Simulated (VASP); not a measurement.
Set up this calculation in VASP 6.6.1, as the native input.

- Task: single point
- Functional: r2SCAN
- Potentials or basis: VASP PAW PBE potentials, release 64 (Co)
- Cutoff: 520 eV
- k mesh: 14 × 14 × 14
- Occupations: gaussian, width 0.1 eV
- Spin: collinear spin, ferromagnetic start
- Starting moments: [3.65] μB
- Fixed moment: 3.65 μB
- Dipole correction: no
- Further INCAR settings: ALGO = Normal; EDIFF = 1e-06; NBANDS = 14

Co:

```
Co
1.0
     0.00000    1.79170    1.79170
     1.79170    0.00000    1.79170
     1.79170    1.79170    0.00000
Co
1
Direct
  0.00000 0.00000 0.00000
```

These files were run (other wordings do the same):

POSCAR

```
Co
1.0
    0.0000000000      1.7917000000      1.7917000000
    1.7917000000      0.0000000000      1.7917000000
    1.7917000000      1.7917000000      0.0000000000
Co
1
Direct
    0.0000000000      0.0000000000      0.0000000000
```

INCAR.step1

```
PREC = Accurate
ENCUT = 520
ISMEAR = 0
SIGMA = 0.1
LREAL = F
LASPH = T
NELM = 150
ISPIN = 2
MAGMOM = 3.65
NUPDOWN = 3.65
LMAXMIX = 4
NBANDS = 14
GGA = PE
ALGO = Normal
EDIFF = 1E-4
LWAVE = T
LCHARG = F
```

INCAR.step2

```
PREC = Accurate
ENCUT = 520
EDIFF = 1E-6
ISMEAR = 0
SIGMA = 0.1
LREAL = F
LASPH = T
NELM = 150
ALGO = Normal
ISIF = 2
LWAVE = F
LCHARG = F
ISPIN = 2
MAGMOM = 3.65
LORBIT = 11
NUPDOWN = 3.65
LMAXMIX = 4
METAGGA = R2SCAN
LMIXTAU = T
NBANDS = 14
ISTART = 1
```

KPOINTS

```
regular mesh
0
Gamma
  14 14 14
```

Potentials or basis: VASP PAW PBE potentials, release 64 (Co).

Launch:

```bash
$ cat potpaw_PBE.64/Co/POTCAR > POTCAR
$ cp INCAR.step1 INCAR
$ mpirun -np 1 vasp_std > vasp.out
$ cp INCAR.step2 INCAR
$ mpirun -np 1 vasp_std > vasp.out
```

It gave:

```yaml
Pressure: 54.4 GPa
Net_moment: 3.65 μB per cell
Site_moments: Co +3.48 μB
Valence_electrons_inside_the_program's_atomic_spheres: Co 8.10
```

Caveat: the PAW data sets were made with another functional, which shifts forces and pressure a little; the total moment is fixed, so each spin has its own Fermi level.

Run time: 2.2 min on 1 thread of Intel(R) Xeon(R) Platinum 8488C (Sapphire Rapids), on a shared host, peak memory 0.15 GiB.
